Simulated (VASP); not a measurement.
# Sn (Fd-3m) in VASP: notebook

Runs on Sn. Level: LDA. Tasks: single point.

All numbers are computed with VASP 6.6.1; they aren't measurements. Logs are shortened: lines on timing, memory, paths and dates and some standing lists are left out, and cuts for length are marked.

## Step 1: The cell of the first run

Symmetry: Fd-3m, No. 227, cubic system. The conventional cell has a = 6.491 Å, b = 6.491 Å, c = 6.491 Å, α = 90.00°, β = 90.00°, γ = 90.00°. Sn (site symmetry -43m) has 4 Sn at 2.81 Å within 3.7 Å.

## Step 2: Single point, LDA

Contents of INCAR:

```
PREC = Accurate
ENCUT = 520
EDIFF = 1E-7
ISMEAR = 0
SIGMA = 0.1
LREAL = False
LASPH = True
NELM = 100
ALGO = Normal
ISIF = 2
LWAVE = False
LCHARG = False
NBANDS = 21
```

Contents of KPOINTS:

```
Automatic mesh
0
Gamma
  6 6 6
```

Contents of POSCAR:

```
Sn
1.0
    0.0000000000      3.2456000000      3.2456000000
    3.2456000000      0.0000000000      3.2456000000
    3.2456000000      3.2456000000      0.0000000000
Sn
2
Direct
    0.5000000000      0.5000000000      0.5000000000
    0.7500000000      0.7500000000      0.7500000000
```

Potentials or basis: VASP PAW LDA potentials, release 64 (Sn_d).

The run is started by

```console
cat potpaw_LDA.64/Sn_d/POTCAR > POTCAR
mpirun -np 1 vasp_std > vasp.out
```

OUTCAR:

```text
PREC = Accurate
   ENCUT = 520
   EDIFF = 1E-7
   ISMEAR = 0
   LREAL = False
   LASPH = True
   NELM = 100
   ISIF = 2

 ion  position               nearest neighbor table
   1  0.500  0.500  0.500-   2 2.81   2 2.81   2 2.81   2 2.81
   2  0.750  0.750  0.750-   1 2.81   1 2.81   1 2.81   1 2.81

  LATTYP: Found a face centered cubic cell.
 ALAT       =     6.4912000000

  Lattice vectors:

 A1 = (   0.0000000000,   3.2456000000,   3.2456000000)
 A2 = (   3.2456000000,   0.0000000000,   3.2456000000)
 A3 = (   3.2456000000,   3.2456000000,   0.0000000000)

Analysis of symmetry for initial positions (statically):
=====================================================================
 Subroutine PRICEL returns:
 Original cell was already a primitive cell.

 Routine SETGRP: Setting up the symmetry group for a
 face centered cubic supercell.

 Subroutine GETGRP returns: Found 48 space group operations
 (whereof 24 operations were pure point group operations)
 out of a pool of 48 trial point group operations.

The static configuration has the point symmetry T_d .
 The point group associated with its full space group is O_h .

Analysis of symmetry for dynamics (positions and initial velocities):
=====================================================================
 Subroutine PRICEL returns:
 Original cell was already a primitive cell.

 Routine SETGRP: Setting up the symmetry group for a
 face centered cubic supercell.

 Subroutine GETGRP returns: Found 48 space group operations
 (whereof 24 operations were pure point group operations)
 out of a pool of 48 trial point group operations.

The dynamic configuration has the point symmetry T_d .
 The point group associated with its full space group is O_h .

 Subroutine INISYM returns: Found 48 space group operations
 (whereof 24 operations are pure point group operations),
 and found     1 'primitive' translations

----------------------------------------------------------------------------------------

                                     Primitive cell

  volume of cell :      68.3778

  direct lattice vectors                    reciprocal lattice vectors
     0.000000000  3.245600000  3.245600000    -0.154054720  0.154054720  0.154054720
     3.245600000  0.000000000  3.245600000     0.154054720 -0.154054720  0.154054720
     3.245600000  3.245600000  0.000000000     0.154054720  0.154054720 -0.154054720

  length of vectors
     4.589971538  4.589971538  4.589971538     0.266830603  0.266830603  0.266830603

  position of ions in fractional coordinates (direct lattice)
     0.500000000  0.500000000  0.500000000
     0.750000000  0.750000000  0.750000000

  ion indices of the primitive-cell ions
   primitive index   ion index
                 1           1
                 2           2

----------------------------------------------------------------------------------------

 KPOINTS: Automatic mesh

Automatic generation of k-mesh.
 Grid dimensions read from file:
 generate k-points for:    6    6    6

 Generating k-lattice:

  Cartesian coordinates                     Fractional coordinates (reciprocal lattice)
    -0.025675787  0.025675787  0.025675787     0.166666667  0.000000000  0.000000000
     0.025675787 -0.025675787  0.025675787     0.000000000  0.166666667  0.000000000
     0.025675787  0.025675787 -0.025675787     0.000000000  0.000000000  0.166666667

  Length of vectors
     0.044471767  0.044471767  0.044471767

  Shift w.r.t. Gamma in fractional coordinates (k-lattice)
     0.000000000  0.000000000  0.000000000

 Subroutine IBZKPT returns following result:
 ===========================================

 Found     16 irreducible k-points:

 Following reciprocal coordinates:
            Coordinates               Weight
  0.000000  0.000000  0.000000      1.000000
  0.166667  0.000000  0.000000      8.000000
  0.333333  0.000000  0.000000      8.000000
  0.500000  0.000000  0.000000      4.000000
  0.166667  0.166667  0.000000      6.000000
  0.333333  0.166667  0.000000     24.000000
[... 8 lines left out ...]
 -0.333333  0.333333  0.166667     24.000000
 -0.333333  0.500000  0.166667     12.000000
   k-points           NKPTS =     16   k-points in BZ     NKDIM =     16   number of bands    NBANDS=     21
   number of dos      NEDOS =    301   number of ions     NIONS =      2
   total plane-waves  NPLWV =  46656
   dimension x,y,z NGX =    36 NGY =   36 NGZ =   36
   dimension x,y,z NGXF=    72 NGYF=   72 NGZF=   72
   ions per type =               2
   NGX,Y,Z   is equivalent  to a cutoff of  13.04, 13.04, 13.04 a.u.
   NGXF,Y,Z  is equivalent  to a cutoff of  26.08, 26.08, 26.08 a.u.
 SYSTEM =  unknown system
   PREC   = accura    normal or accurate (medium, high low for compatibility)
   ISTART =      0    job   : 0-new  1-cont  2-samecut
   ICHARG =      2    charge: 1-file 2-atom 10-const
   ISPIN  =      1    spin polarized calculation?
   LNONCOLLINEAR =      F non collinear calculations
   LSORBIT =      F    spin-orbit coupling
   LASPH  =      T    aspherical Exc in radial PAW
   ENCUT  =  520.0 eV  38.22 Ry    6.18 a.u.   8.53  8.53  8.53*2*pi/ulx,y,z
   NELM   =    100;   NELMIN=  2; NELMDL= -5     # of ELM steps
   EDIFF  = 0.1E-06   stopping-criterion for ELM
   LREAL  =      F    real-space projection
   EDIFFG = 0.1E-05   stopping-criterion for IOM
   NSW    =      0    number of steps for IOM
   IBRION =     -1    ionic relax: 0-MD 1-quasi-New 2-CG
   NFREE  =      0    steps in history (QN), initial steepest desc. (CG)
   ISIF   =      2    stress and relaxation
   ISYM   =      2    0-nonsym 1-usesym 2-fastsym
   POTIM  = 0.5000    time-step for ionic-motion
   TEBEG  =    0.0;   TEEND  =   0.0 temperature during run
   PSTRESS=    0.0 pullay stress
   NELECT =      28.0000    total number of electrons
   NUPDOWN=      -1.0000    fix difference up-down
   EMIN   =  10.00;   EMAX   =-10.00  energy-range for DOS
   EFERMI =   0.00;   METHOD = LEGACY
   ISMEAR =     0;   SIGMA  =   0.10  broadening in eV -4-tet -1-fermi 0-gaus
   EFERMI_NEDOS =   21; number of points for ismear=-14 and -15
   IALGO  =     38    algorithm
   IMIX   =      4    mixing-type and parameters
     AMIX     =   0.40;   BMIX     =  1.00
     AMIX_MAG =   1.60;   BMIX_MAG =  1.00
  volume/ion in A,a.u.               =      34.19       230.72
  Fermi-wavevector in a.u.,A,eV,Ry     =   1.215689  2.297319 20.108049  1.477900
  Thomas-Fermi vector in A             =   2.351068
   LORBIT       =      0    0 simple, 1 ext, 2 COOP (PROOUT), +10 PAW based schemes
   GGA     = CA    functional components
   LHFCALC =     F    Hartree Fock is set to
   AEXX    =    0.0000 exact exchange contribution
   IVDW    =     0    specifies the selected vdW correction
   LEPSILON=     F    determine dielectric tensor
   LRPA    =     F    only Hartree local field effects (RPA)
 non-spin polarized calculation
 Gauss-broadening in eV      SIGMA  =   0.10
  energy-cutoff  :      520.00
  volume of cell :       68.38
 maximum number of plane-waves:      1868
 NGX is ok and might be reduce to    36
   NGX = 17   NGY = 17   NGZ = 17

 number of electron      28.0000001 magnetization

 Free energy of the ion-electron system (eV)
  ---------------------------------------------------
  ext. energy  EPLUGINS =         0.00000000
  ---------------------------------------------------
  free energy    TOTEN  =        -8.90686826 eV

  energy without entropy =       -8.90570365  energy(sigma->0) =       -8.90628595

 E-fermi :   5.2584     XC(G=0):  -9.1876

 val. band max:        5.0085419408   @ k =   0.1667   0.0000   0.0000
 cond. band min:       5.2609102140   @ k =   0.5000   0.0000   0.0000
 fundamental gap:      0.2523682733
 Fermi energy:         5.2583865102

 k-point     1 :       0.0000    0.0000    0.0000
  band No.  band energies     occupation
      1     -16.2438      2.00000
      2     -16.2438      2.00000
      3     -16.2438      2.00000
      4     -16.1826      2.00000
      5     -16.1826      2.00000
      6     -15.8710      2.00000
[... 13 lines left out ...]
     20      13.3995      0.00000
     21      13.3995      0.00000

 k-point     2 :       0.1667    0.0000    0.0000
  band No.  band energies     occupation
      1     -16.2601      2.00000
      2     -16.2601      2.00000
      3     -16.2374      2.00000
      4     -16.1589      2.00000
      5     -16.1589      2.00000
      6     -15.9011      2.00000
[... 13 lines left out ...]
     20      12.2887      0.00000
     21      12.2887      0.00000

 k-point     3 :       0.3333    0.0000    0.0000
  band No.  band energies     occupation
      1     -16.2759      2.00000
      2     -16.2759      2.00000
      3     -16.2238      2.00000
      4     -16.1305      2.00000
      5     -16.1305      2.00000
      6     -15.9246      2.00000
[... 13 lines left out ...]
     20      12.7012      0.00000
     21      12.7012      0.00000

 k-point     4 :       0.5000    0.0000    0.0000
  band No.  band energies     occupation
      1     -16.2804      2.00000
      2     -16.2804      2.00000
      3     -16.2166      2.00000
      4     -16.1215      2.00000
      5     -16.1215      2.00000
      6     -15.9309      2.00000
[... 13 lines left out ...]
     20      14.1288      0.00000
     21      14.1319      0.00000

 k-point     5 :       0.1667    0.1667    0.0000
  band No.  band energies     occupation
      1     -16.2584      2.00000
      2     -16.2584      2.00000
      3     -16.2525      2.00000
      4     -16.1606      2.00000
      5     -16.1316      2.00000
      6     -15.9484      2.00000
[... 13 lines left out ...]
     20      11.8254      0.00000
     21      13.7063      0.00000
[... 190 lines left out ...]
     20      14.5456      0.00000
     21      15.7802      0.00000

 k-point    14 :       0.5000    0.3333    0.1667
  band No.  band energies     occupation
      1     -16.3017      2.00000
      2     -16.2960      2.00000
      3     -16.1834      2.00000
      4     -16.1014      2.00000
      5     -16.0543      2.00000
      6     -16.0266      2.00000
[... 13 lines left out ...]
     20      13.3502      0.00000
     21      15.0785      0.00000

 k-point    15 :      -0.3333    0.3333    0.1667
  band No.  band energies     occupation
      1     -16.3156      2.00000
      2     -16.3009      2.00000
      3     -16.1504      2.00000
      4     -16.0747      2.00000
      5     -16.0447      2.00000
      6     -16.0316      2.00000
[... 13 lines left out ...]
     20      14.6652      0.00000
     21      14.9988      0.00000

 k-point    16 :      -0.3333    0.5000    0.1667
  band No.  band energies     occupation
      1     -16.3094      2.00000
      2     -16.3094      2.00000
      3     -16.1186      2.00000
      4     -16.1186      2.00000
      5     -16.0244      2.00000
      6     -16.0244      2.00000
[... 13 lines left out ...]
     20      14.3543      0.00000
     21      15.5794      0.00000

------------------------ aborting loop because EDIFF is reached ----------------------------------------

  FORCE on cell =-STRESS in cart. coord.  units (eV):
  Direction    XX          YY          ZZ          XY          YZ          ZX
  --------------------------------------------------------------------------------------
  -------------------------------------------------------------------------------------
  Total       -0.1318448     -0.1318448     -0.1318448      0.0000000      0.0000000      0.0000000
  in kB       -3.0892892     -3.0892892     -3.0892892      0.0000000      0.0000000      0.0000000
  external PRESSURE =      -3.0892892 kB  Pullay stress =       0.0000000 kB

 VOLUME and BASIS-vectors are now :
 -----------------------------------------------------------------------------
  energy-cutoff  :      520.00
  volume of cell :       68.38
      direct lattice vectors                 reciprocal lattice vectors
     0.000000000  3.245600000  3.245600000    -0.154054720  0.154054720  0.154054720
     3.245600000  0.000000000  3.245600000     0.154054720 -0.154054720  0.154054720
     3.245600000  3.245600000  0.000000000     0.154054720  0.154054720 -0.154054720

 POSITION                                       TOTAL-FORCE (eV/Angst)
 -----------------------------------------------------------------------------------
      3.24560      3.24560      3.24560         0.000000      0.000000      0.000000
      4.86840      4.86840      4.86840        -0.000000     -0.000000     -0.000000
 -----------------------------------------------------------------------------------
    total drift:                                0.000000      0.000000      0.000000

  FREE ENERGIE OF THE ION-ELECTRON SYSTEM (eV)
  ---------------------------------------------------
  free  energy   TOTEN  =        -8.9068682566 eV

  energy  without entropy=       -8.9057036494  energy(sigma->0) =       -8.90628595
```

Run time: 15 s. Hardware: 1 thread of Intel Xeon Platinum 8488C (Sapphire Rapids), shared host; peak memory 0.17 GiB.

What came out:

* Free energy: -8.9069 eV
* Pressure: -0.3 GPa
* Band gap on the k mesh: zero (band 14 reaches 5.45 eV, above the bottom of band 15 at 5.26 eV)

Levels at points of the mesh, in eV from the Fermi level:
```
           k point  band 10  band 11  band 12  band 13  band 14  band 15  band 16  band 17  band 18  band 19
(0.00, 0.00, 0.00)   -21.12   -10.54    -0.69     0.19     0.19     0.19     2.25     2.25     2.25     4.96
(0.50, 0.00, 0.00)   -21.07    -8.92    -6.23    -1.01    -1.01     0.00     3.33     3.33     5.63     8.49
(0.50, 0.50, 0.00)   -21.05    -7.45    -7.45    -2.35    -2.35     0.87     0.87     7.75     7.75     9.29
```

Caveat: spin-orbit coupling is left out, which moves the levels of the heavy elements.

## Step 3: Single point, LDA (volume scaled by 0.98)

Contents of INCAR:

```
SYSTEM = Sn
ALGO     = Normal         ! electronic algorithm
EDIFF    = 1E-6           ! SCF threshold, eV
ENCUT    = 520            ! plane-wave cutoff, eV
GGA      = CA             ! functional
ISIF     = 2              ! what is computed and relaxed
ISMEAR   = -1             ! smearing method
LASPH    = .True.         ! aspherical terms in the spheres
LCHARG   = .False.        ! write CHGCAR
LREAL    = .False.        ! projectors in reciprocal space
LWAVE    = .False.        ! write WAVECAR
NBANDS   = 21             ! bands
NELM     = 60             ! most SCF steps
PREC     = Accurate       ! precision mode
SIGMA    = 0.15           ! smearing width, eV
```

Contents of KPOINTS:

```
k-points
0
Gamma
  12 12 12
  0 0 0
```

Contents of POSCAR:

```
Sn
1.0
    0.0000000000      3.2163958781      3.2163958781
    3.2163958781      0.0000000000      3.2163958781
    3.2163958781      3.2163958781      0.0000000000
Sn
2
Direct
    0.5000000000      0.5000000000      0.5000000000
    0.7500000000      0.7500000000      0.7500000000
```

Potentials or basis: VASP PAW LDA potentials, release 64 (Sn_d).

The run is started by

```console
cat potpaw_LDA.64/Sn_d/POTCAR > POTCAR
mpirun -np 1 vasp_std > vasp.out
```

Run time: 51 s. Hardware: 1 thread of Intel Xeon Platinum 8488C (Sapphire Rapids), shared host; peak memory 0.21 GiB.

Results (log left out):

* Free energy: -8.9443 eV
* Pressure: 1.0 GPa
* Band gap on the k mesh: zero (band 14 reaches 5.74 eV, above the bottom of band 15 at 5.60 eV)

Levels at points of the mesh, in eV from the Fermi level:
```tsv
k point	band 12	band 13	band 14	band 15	band 16	band 17
(0.00, 0.00, 0.00)	-0.66	0.04	0.04	0.04	2.10	2.10
(0.50, 0.00, 0.00)	-6.49	-1.21	-1.21	-0.10	3.19	3.19
(0.50, 0.50, 0.00)	-7.70	-2.60	-2.60	0.69	0.69	7.77
```

Caveat: the cell differs from its parent crystal (volume scaled by 0.98); spin-orbit coupling is left out, which moves the levels of the heavy elements.

## Step 4: Single point, LDA

This run uses another cell than the first one, of 33.92 Å³/atom, 0.992 times its volume.

Contents of INCAR:

```
SYSTEM = Sn
  ALGO = Normal
  EDIFF = 1E-7
  ENCUT = 520
  GGA = CA
  ISIF = 2
  ISMEAR = 0
  LASPH = .TRUE.
  LCHARG = .FALSE.
  LREAL = .FALSE.
  LWAVE = .FALSE.
  NBANDS = 21
  NELM = 80
  PREC = Accurate
  SIGMA = 0.1
```

Contents of KPOINTS:

```
k-points
0
G
  12 12 12
  0 0 0
```

Contents of POSCAR:

```
Sn
1.0
    0.0000000000      3.2370442832      3.2370442832
    3.2370442832      0.0000000000      3.2370442832
    3.2370442832      3.2370442832      0.0000000000
Sn
2
Direct
    0.5000000000      0.5000000000      0.5000000000
    0.7500000000      0.7500000000      0.7500000000
```

The run is started by

```console
cat potpaw_LDA.64/Sn_d/POTCAR > POTCAR
mpirun -np 1 vasp_std > vasp.out
```

Run time: 62 s. Hardware: 1 thread of Intel Xeon Platinum 8488C (Sapphire Rapids), shared host; peak memory 0.21 GiB.

It converged, with:

- Free energy: -8.9426 eV
- Pressure: 0.0 GPa
- Band gap on the k mesh: zero (band 14 reaches 5.53 eV, above the bottom of band 15 at 5.36 eV)

Levels at points of the mesh, in eV from the Fermi level:
| k point | band 10 | band 11 | band 12 | band 13 | band 14 | band 15 | band 16 | band 17 | band 18 | band 19 |
| --- | --- | --- | --- | --- | --- | --- | --- | --- | --- | --- |
| (0.00, 0.00, 0.00) | -21.22 | -10.68 | -0.73 | 0.10 | 0.10 | 0.10 | 2.16 | 2.16 | 2.16 | 4.88 |
| (0.50, 0.00, 0.00) | -21.17 | -9.04 | -6.35 | -1.11 | -1.11 | -0.07 | 3.24 | 3.24 | 5.54 | 8.43 |
| (0.50, 0.50, 0.00) | -21.15 | -7.57 | -7.57 | -2.47 | -2.47 | 0.77 | 0.77 | 7.71 | 7.71 | 9.26 |

Caveat: spin-orbit coupling is left out, which moves the levels of the heavy elements.

(Continued in part 2 of 2.)
